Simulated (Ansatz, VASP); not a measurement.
## Two plane-wave programs on Zn3H

```
CELL_PARAMETERS angstrom
2.40022 -1.32368 -0.14706
2.40022 1.32368 -0.14706
-2.13476 0.00000 8.03992
ATOMIC_POSITIONS crystal
Zn 0.00000 0.00000 0.00000
Zn 0.13317 0.13317 0.70164
Zn 0.86683 0.86683 0.29836
H 0.50000 0.50000 0.50000
```

Alike in both runs: functional PBE; k mesh 16 × 16 × 6; occupations gaussian, width 0.1 eV; no spin polarisation.

Ansatz relaxed the structure, and its values are those at the end. VASP's run is a single point on that final structure, the one shown.

|  | VASP | Ansatz |
| --- | --- | --- |
| version | VASP 6.6.1 | Ansatz 0.2.0 |
| potentials or method | VASP PAW PBE potentials, release 64 (Zn, H), cutoff 520 eV | scalar-relativistic, plane waves, PAW |
| valence electrons in the cell | 37 | 37 |

```csv
,VASP,Ansatz,Ansatz less VASP
gap on the k mesh at the Fermi level (eV),none,none,-
pressure (GPa),0.2,0.0,-0.18
```

A gap of «none» marks a metal or a gap that the smearing closes.
